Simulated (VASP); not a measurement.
Wanted: the native input for a VASP 6.6.1 run.

```
Task                   : single point
Functional             : PBEsol
Potentials or basis    : VASP PAW PBE potentials, release 64 (Ni)
Cutoff                 : 520 eV
k mesh                 : 18 × 18 × 18
Occupations            : methfessel-paxton, width 0.1 eV
Spin                   : collinear spin, ferromagnetic start
Starting moments       : [0.65] μB
Dipole correction      : no
Further INCAR settings : ALGO = Normal; EDIFF = 1e-06; NBANDS = 15
```

The structure of Ni lies in POSCAR:

```
Ni
1.0
    0.0000000000      1.7309516975      1.7309516975
    1.7309516975      0.0000000000      1.7309516975
    1.7309516975      1.7309516975      0.0000000000
Ni
1
Direct
    0.0000000000      0.0000000000      0.0000000000
```

These files were run (other wordings do the same):

INCAR

```
SYSTEM = Ni
ALGO = Normal ; EDIFF = 1E-6
ENCUT = 520 ; GGA = PS
ISIF = 2 ; ISMEAR = 1
ISPIN = 2 ; LASPH = .True.
LCHARG = .False. ; LMAXMIX = 4
LORBIT = 11 ; LREAL = .False.
LWAVE = .False. ; MAGMOM = 0.65
NBANDS = 15 ; NELM = 150
PREC = Accurate ; SIGMA = 0.1
```

KPOINTS

```
k-points
0
Gamma
  18 18 18
  0 0 0
```

Potentials or basis: VASP PAW PBE potentials, release 64 (Ni).

Command:

```sh
$ cat potpaw_PBE.64/Ni/POTCAR > POTCAR
$ mpirun -np 1 vasp_std > vasp.out
```

It gave:

```yaml
Pressure: -0.1 GPa
Net_moment: 0.61 μB per cell
Site_moments: Ni +0.62 μB
Valence_electrons_inside_the_program's_atomic_spheres: Ni 9.40
```

Caveat: the PAW data sets were made with another functional, which shifts forces and pressure a little.

It took 36 s on 1 thread of Intel(R) Xeon(R) Platinum 8488C (Sapphire Rapids) (shared host), peak memory 0.16 GiB.
